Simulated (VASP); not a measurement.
## Zn: single point with PBE

Crystal: Zn.

```
Zn
1.0
     2.28227    0.00000    0.00000
     0.00000    2.28227    0.00000
     0.00000    0.00000    2.28227
Zn
1
Direct
  0.00000 0.00000 0.00000
```

```yaml
Program: VASP 6.6.1
Task: single point
Functional: PBE
Potentials_or_basis: VASP PAW PBE potentials, release 64 (Zn)
Cutoff: 520 eV
k_mesh: 9 × 9 × 9
Occupations: methfessel-paxton, width 0.05 eV
Spin: no spin polarisation
```

```
Pressure               : 61.2 GPa
Band gap on the k mesh : zero (band 6 reaches 10.33 eV, above the bottom of band 7 at 3.44 eV)
```

Levels at points of the mesh, in eV from the Fermi level:
```
           k point  band 3  band 4  band 5  band 6  band 7  band 8  band 9  band 10
(0.00, 0.00, 0.00)   -9.67   -7.26   -7.26   -7.26   16.20   16.20   16.20    19.55
```

Run time: 10 s on 1 thread of Intel Xeon 8259CL (shared host), peak memory 0.12 GiB.
